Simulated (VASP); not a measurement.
Write the native input for VASP 6.6.1 that does the following.

| Property | Result |
| --- | --- |
| Task | single point |
| Functional | LDA |
| Potentials or basis | VASP PAW LDA potentials, release 64 (In_d, P) |
| Cutoff | 520 eV |
| k mesh | 14 × 14 × 14 |
| Occupations | fermi-dirac, width 0.15 eV |
| Spin | no spin polarisation |
| Dipole correction | no |
| Further INCAR settings | ALGO = Normal; EDIFF = 1e-06; NBANDS = 16 |

The structure of InP lies in POSCAR:

```
InP
1.0
    0.0000000000      2.7096323615      2.7096323615
    2.7096323615      0.0000000000      2.7096323615
    2.7096323615      2.7096323615      0.0000000000
In P
1 1
Direct
    0.0000000000      0.0000000000      0.0000000000
    0.5000000000      0.5000000000      0.5000000000
```

These files were run (other wordings do the same):

INCAR

```
SYSTEM = InP
PREC = Accurate
ENCUT = 520
EDIFF = 1E-6
ISMEAR = -1
SIGMA = 0.15
LREAL = .FALSE.
LASPH = .TRUE.
NELM = 100
ALGO = Normal
ISIF = 2
LWAVE = .FALSE.
LCHARG = .TRUE.
LELF = .TRUE.
LVHAR = .TRUE.
NBANDS = 16
```

KPOINTS

```
regular mesh
0
G
  14 14 14
  0 0 0
```

Potentials or basis: VASP PAW LDA potentials, release 64 (In_d, P).

Launch:

```console
$ cat potpaw_LDA.64/In_d/POTCAR potpaw_LDA.64/P/POTCAR > POTCAR
$ mpirun -np 1 vasp_std > vasp.out
```

Results of the run:

```json
{
  "Pressure": "0.1 GPa",
  "Band gap on the k mesh": "zero (band 9 reaches 8.03 eV, above the bottom of band 10 at 5.12 eV)"
}
```

Caveat: spin-orbit coupling is left out, which moves the levels of the heavy elements.

Wall time 93 s on 1 thread of AMD EPYC 7R43 64-Core Processor (Zen 3), on a shared host, peak memory 0.14 GiB.
